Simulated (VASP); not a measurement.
Runs of VASP 6.6.1 on GaN. The structure is that of space group F-43m (No. 216), or close to it. The cells are those of the table. 

```csv
level,cell,smearing,gap on the mesh (eV),pressure (GPa),largest force (eV/Å)
PBE,"a = 3.180, b = 3.164, c = 3.164 Å, angles 60.3, 59.8, 59.8°, 2 atoms",fermi-dirac 0.02 eV,1.80,(a),-
PBE,"a = 3.181, b = 3.181, c = 3.271 Å, angles 59.1, 59.1, 58.1°, 2 atoms",fermi-dirac 0.02 eV,1.51,6.4,(b)
r2SCAN,"a = 3.180, b = 3.164, c = 3.164 Å, angles 60.3, 59.8, 59.8°, 2 atoms",gaussian 0.01 eV,2.20,3.3,-
r2SCAN,"a = 3.181, b = 3.181, c = 3.271 Å, angles 59.1, 59.1, 58.1°, 2 atoms",gaussian 0.01 eV,1.90,1.2,0.02
```

Alike in all rows: task single point; potentials or basis VASP PAW PBE potentials, release 64 (Ga_d, N); no spin polarisation; k mesh 10 × 10 × 10; cutoff (eV) 520.

Fill in the values left out.

(a) 8.4; (b) 0.04.

Caveats: the PAW data sets were made with another functional, which shifts forces and pressure a little (some runs).

A k mesh can miss the band edges, and the runs leave out spin-orbit coupling on Ga.
